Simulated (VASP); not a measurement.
# SnGe2Te3 (P1) in VASP: single point with PBE

Aim: the single point of SnGe2Te3 with PBE.

Everything below comes from runs of VASP 6.6.1. Logs are shortened: lines on timing, memory, paths and dates and some standing lists are left out, and cuts for length are marked.

### Step 1. The cell of the first run

The typed cell holds 12 atoms: a = 4.316 Å, b = 4.467 Å, c = 21.370 Å, α = 91.45°, β = 90.00°, γ = 118.89°.

### Step 2. Single point, PBE

INCAR

```
PREC = Accurate ; ENCUT = 520
EDIFF = 1E-6 ; ISMEAR = 0
SIGMA = 0.2 ; LREAL = F
LASPH = T ; NELM = 60
ALGO = Normal ; ISIF = 2
LWAVE = F ; LCHARG = F
GGA = PE ; NBANDS = 72
```

KPOINTS

```
regular mesh
0
Gamma
  6 6 1
```

POSCAR

```
SnGe2Te3
1.0
    4.3163274551     -0.0002474881      0.0001294021
   -2.1582267813      3.9110755610     -0.0574675640
    0.0005276092     -0.3027022800     21.3683459365
Sn Ge Te
2 4 6
Direct
    0.0122516188      0.0242016491      0.2476890186
    0.0121734682      0.0240621193      0.7477061477
    0.6911596631      0.3826938762      0.4179655702
    0.6908324929      0.3826578445      0.9180312451
    0.3579033517      0.7161557028      0.0774323077
    0.3577975740      0.7157959119      0.5774155728
    0.3125254198      0.6248259681      0.3426375326
    0.3119840079      0.6243557927      0.8427437624
    0.6470229344      0.2934750749      0.1618944802
    0.6468117857      0.2931263309      0.6619438867
   -0.0202421052     -0.0405438195      0.0023162291
   -0.0202202113     -0.0408064509      0.5022242470
```

Potentials or basis: VASP PAW PBE potentials, release 64 (Sn_d, Ge_d, Te).

The run is started by

```
$ cat potpaw_PBE.64/Sn_d/POTCAR potpaw_PBE.64/Ge_d/POTCAR potpaw_PBE.64/Te/POTCAR > POTCAR
$ mpirun -np 1 vasp_std > vasp.out
```

OUTCAR:

```text
PREC = Accurate
   ENCUT = 520
   EDIFF = 1E-6
   ISMEAR = 0
   LREAL = F
   LASPH = T
   NELM = 60
   ISIF = 2
   GGA = PE

 ion  position               nearest neighbor table
   1  0.012  0.024  0.248-   9 3.04   9 3.04   7 3.06   9 3.35   7 3.38   7 3.38
   2  0.012  0.024  0.748-  10 3.04  10 3.04   8 3.06  10 3.35   8 3.38   8 3.38
   3  0.691  0.383  0.418-  12 2.84   7 2.87   7 2.87  12 3.29  12 3.29
   4  0.691  0.383  0.918-  11 2.85   8 2.87   8 2.87  11 3.29  11 3.29
   5  0.358  0.716  0.077-   9 2.85  11 2.87  11 2.87   9 3.29   9 3.29
   6  0.358  0.716  0.577-  10 2.85  12 2.87  12 2.87  10 3.29  10 3.29
   7  0.313  0.625  0.343-   3 2.87   3 2.87   1 3.06   1 3.38   1 3.38
   8  0.312  0.624  0.843-   4 2.87   4 2.87   2 3.06   2 3.38   2 3.38
   9  0.647  0.293  0.162-   5 2.85   1 3.04   1 3.04   5 3.29   5 3.29   1 3.35
  10  0.647  0.293  0.662-   6 2.85   2 3.04   2 3.04   6 3.29   6 3.29   2 3.35
  11  0.980  0.959  0.002-   4 2.85   5 2.87   5 2.87   4 3.29   4 3.29
  12  0.980  0.959  0.502-   3 2.84   6 2.87   6 2.87   3 3.29   3 3.29

  LATTYP: Found a triclinic cell.
 ALAT       =     7.5640024424
 B/A-ratio  =     0.5706406756
 C/A-ratio  =     2.9804896262
 COS(alpha) =     0.0000269487
 COS(beta)  =     0.1653186740
 COS(gamma) =     0.8559228036

  Lattice vectors:

 A1 = (  -6.4744281289,  -3.9105805848,   0.0572087598)
 A2 = (  -4.3163274551,   0.0002474881,  -0.0001294021)
 A3 = (  -0.0004015017,  -7.5192013539, -21.2535402106)

Analysis of symmetry for initial positions (statically):
=====================================================================
 Subroutine PRICEL returns:
 Original cell was already a primitive cell.

 Routine SETGRP: Setting up the symmetry group for a
 triclinic supercell.

 Subroutine GETGRP returns: Found  1 space group operations
 (whereof  1 operations were pure point group operations)
 out of a pool of  2 trial point group operations.

The static configuration has the point symmetry C_1 .

Analysis of symmetry for dynamics (positions and initial velocities):
=====================================================================
 Subroutine PRICEL returns:
 Original cell was already a primitive cell.

 Routine SETGRP: Setting up the symmetry group for a
 triclinic supercell.

 Subroutine GETGRP returns: Found  1 space group operations
 (whereof  1 operations were pure point group operations)
 out of a pool of  2 trial point group operations.

[... 144 lines left out ...]
   PSTRESS=    0.0 pullay stress
   NELECT =     120.0000    total number of electrons
   NUPDOWN=      -1.0000    fix difference up-down
   EMIN   =  10.00;   EMAX   =-10.00  energy-range for DOS
   EFERMI =   0.00;   METHOD = LEGACY
   ISMEAR =     0;   SIGMA  =   0.20  broadening in eV -4-tet -1-fermi 0-gaus
   EFERMI_NEDOS =   21; number of points for ismear=-14 and -15
   IALGO  =     38    algorithm
   IMIX   =      4    mixing-type and parameters
     AMIX     =   0.40;   BMIX     =  1.00
     AMIX_MAG =   1.60;   BMIX_MAG =  1.00
  volume/ion in A,a.u.               =      30.05       202.81
  Fermi-wavevector in a.u.,A,eV,Ry     =   1.134426  2.143754 17.509636  1.286922
  Thomas-Fermi vector in A             =   2.271130
   LORBIT       =      0    0 simple, 1 ext, 2 COOP (PROOUT), +10 PAW based schemes
   GGA     = PE    functional components
   LHFCALC =     F    Hartree Fock is set to
   AEXX    =    0.0000 exact exchange contribution
   IVDW    =     0    specifies the selected vdW correction
   LEPSILON=     F    determine dielectric tensor
   LRPA    =     F    only Hartree local field effects (RPA)
 non-spin polarized calculation
 Gauss-broadening in eV      SIGMA  =   0.20
  energy-cutoff  :      520.00
  volume of cell :      360.64
 maximum number of plane-waves:      9742
   NGX = 17   NGY = 17   NGZ = 79

 number of electron     119.9999981 magnetization

 Free energy of the ion-electron system (eV)
  ---------------------------------------------------
  ext. energy  EPLUGINS =         0.00000000
  ---------------------------------------------------
  free energy    TOTEN  =       -46.40384317 eV

  energy without entropy =      -46.40082349  energy(sigma->0) =      -46.40233333

 E-fermi :   5.8248     XC(G=0):  -9.4132

 val. band max:        5.5660133726   @ k =   0.0000   0.0000   0.0000
 cond. band min:       6.0965701598   @ k =   0.5000  -0.0000   0.0000
 fundamental gap:      0.5305567872
 Fermi energy:         5.8247758411

 k-point     1 :       0.0000    0.0000    0.0000
  band No.  band energies     occupation
      1     -19.1801      2.00000
      2     -19.1795      2.00000
      3     -19.1794      2.00000
      4     -19.1789      2.00000
      5     -19.1756      2.00000
      6     -19.1735      2.00000
[... 1489 lines left out ...]
     71       8.7030      0.00000
     72       8.7783      0.00000

------------------------ aborting loop because EDIFF is reached ----------------------------------------

  FORCE on cell =-STRESS in cart. coord.  units (eV):
  Direction    XX          YY          ZZ          XY          YZ          ZX
  --------------------------------------------------------------------------------------
  -------------------------------------------------------------------------------------
  Total        0.0037392      0.0107375      0.0263829     -0.0111144      0.0240834      0.0023262
  in kB        0.0166114      0.0477020      0.1172076     -0.0493762      0.1069919      0.0103343
  external PRESSURE =       0.0605070 kB  Pullay stress =       0.0000000 kB

 VOLUME and BASIS-vectors are now :
 -----------------------------------------------------------------------------
  energy-cutoff  :      520.00
  volume of cell :      360.64
      direct lattice vectors                 reciprocal lattice vectors
     4.316327455 -0.000247488  0.000129402     0.231685715  0.127876355  0.001805766
    -2.158226781  3.911075561 -0.057467564     0.000014555  0.255745407  0.003622869
     0.000527609 -0.302702280 21.368345936    -0.000001364  0.000687022  0.046807926

 POSITION                                       TOTAL-FORCE (eV/Angst)
 -----------------------------------------------------------------------------------
      0.00078      0.01968      5.29132        -0.000305     -0.008597     -0.002888
      0.00101     -0.13223     15.97586        -0.001256     -0.011419      0.001931
      2.15755      1.37005      8.90933         0.002002     -0.009315     -0.003199
      2.15648      1.21854     19.59491         0.002311     -0.009935      0.002115
     -0.00076      2.77741      1.61349         0.000487     -0.011201      0.005230
     -0.00017      2.62466     12.29733         0.001228     -0.008245      0.002752
      0.00063      2.33995      7.28573        -0.000748      0.008866      0.003400
     -0.00043      2.18673     17.97220         0.000811      0.014176     -0.003189
      2.15946      1.09864      3.44264        -0.001210      0.005337     -0.001524
      2.15957      0.94591     14.12788        -0.000743      0.006320     -0.007499
      2.15823      3.75156     -0.00552        -0.000865      0.011013     -0.002717
      2.15916      3.59921     10.67671        -0.001711      0.013000      0.005588
 -----------------------------------------------------------------------------------
    total drift:                                0.000452      0.004146     -0.005770

  FREE ENERGIE OF THE ION-ELECTRON SYSTEM (eV)
  ---------------------------------------------------
  free  energy   TOTEN  =       -46.4038431740 eV

  energy  without entropy=      -46.4008234942  energy(sigma->0) =      -46.40233333
```

OSZICAR:

```text
N       E                     dE             d eps       ncg     rms          rms(c)
DAV:   1     0.139739017391E+04    0.13974E+04   -0.52110E+04  3680   0.279E+03
DAV:   2     0.266768050644E+03   -0.11306E+04   -0.10905E+04  2880   0.915E+02
DAV:   3    -0.186431227103E+02   -0.28541E+03   -0.27677E+03  3200   0.246E+02
DAV:   4    -0.455077783708E+02   -0.26865E+02   -0.26402E+02  3416   0.811E+01
DAV:   5    -0.465186964462E+02   -0.10109E+01   -0.10068E+01  3584   0.165E+01    0.110E+01
DAV:   6    -0.463939334143E+02    0.12476E+00   -0.66383E-01  4128   0.357E+00    0.734E+00
DAV:   7    -0.464174815224E+02   -0.23548E-01   -0.34638E-01  3592   0.186E+00    0.728E-01
DAV:   8    -0.464030174163E+02    0.14464E-01   -0.60937E-02  3264   0.109E+00    0.704E-01
DAV:   9    -0.464036324793E+02   -0.61506E-03   -0.67031E-03  3784   0.297E-01    0.216E-01
DAV:  10    -0.464037599688E+02   -0.12749E-03   -0.15728E-03  3736   0.276E-01    0.578E-02
DAV:  11    -0.464038006083E+02   -0.40640E-04   -0.51803E-04  3736   0.116E-01    0.543E-02
DAV:  12    -0.464038408579E+02   -0.40250E-04   -0.17157E-04  3224   0.503E-02    0.283E-02
DAV:  13    -0.464038424604E+02   -0.16025E-05   -0.35734E-05  3208   0.322E-02    0.122E-02
DAV:  14    -0.464038425463E+02   -0.85893E-07   -0.11580E-05  3032   0.239E-02    0.131E-02
DAV:  15    -0.464038431740E+02   -0.62772E-06   -0.20971E-06  2440   0.736E-03
   1 F= -.46403843E+02 E0= -.46402333E+02  d E =-.301968E-02
```

stdout:

```text
POSCAR found type information on POSCAR SnGeTe
 POSCAR found :  3 types and      12 ions
 scaLAPACK will be used
 LDA part: xc-table for (Slater+PW92), standard interpolation
 -----------------------------------------------------------------------------
|                                                                             |
|           W    W    AA    RRRRR   N    N  II  N    N   GGGG   !!!           |
|           W    W   A  A   R    R  NN   N  II  NN   N  G    G  !!!           |
|           W    W  A    A  R    R  N N  N  II  N N  N  G       !!!           |
|           W WW W  AAAAAA  RRRRR   N  N N  II  N  N N  G  GGG   !            |
|           WW  WW  A    A  R   R   N   NN  II  N   NN  G    G                |
|           W    W  A    A  R    R  N    N  II  N    N   GGGG   !!!           |
|                                                                             |
|     Your reciprocal lattice and k-lattice belong to different lattice       |
|     classes:                                                                |
|                                                                             |
|        The reciprocal lattice is triclinic,                                 |
|        whereas your k-lattice is base-centered monoclinic.                  |
|                                                                             |
|     Results are often still useful ...                                      |
|                                                                             |
 -----------------------------------------------------------------------------

 POSCAR, INCAR and KPOINTS ok, starting setup
 FFT: planning ... GRIDC
 FFT: planning ... GRID_SOFT
 FFT: planning ... GRID
 WAVECAR not read
 entering main loop
```

Run time: 19 min. Hardware: 1 thread of Intel Xeon 8259CL, shared host; peak memory 0.71 GiB.

Results:

* Free energy: -46.4038 eV
* Pressure: 0.0 GPa
* Largest force: 0.015 eV/Å
* Band gap on the k mesh: 0.53 eV

Forces on the atoms (eV/Å):
```
Sn   0.000 -0.009 -0.003
Sn  -0.001 -0.011  0.002
Ge   0.002 -0.009 -0.003
Ge   0.002 -0.010  0.002
Ge   0.000 -0.011  0.005
Ge   0.001 -0.008  0.003
Te  -0.001  0.009  0.003
Te   0.001  0.014 -0.003
Te  -0.001  0.005 -0.002
Te  -0.001  0.006 -0.007
Te  -0.001  0.011 -0.003
Te  -0.002  0.013  0.006
```

Caveat: semilocal functionals underestimate gaps, and a narrow one can read as zero; spin-orbit coupling is left out, which moves the levels of the heavy elements.
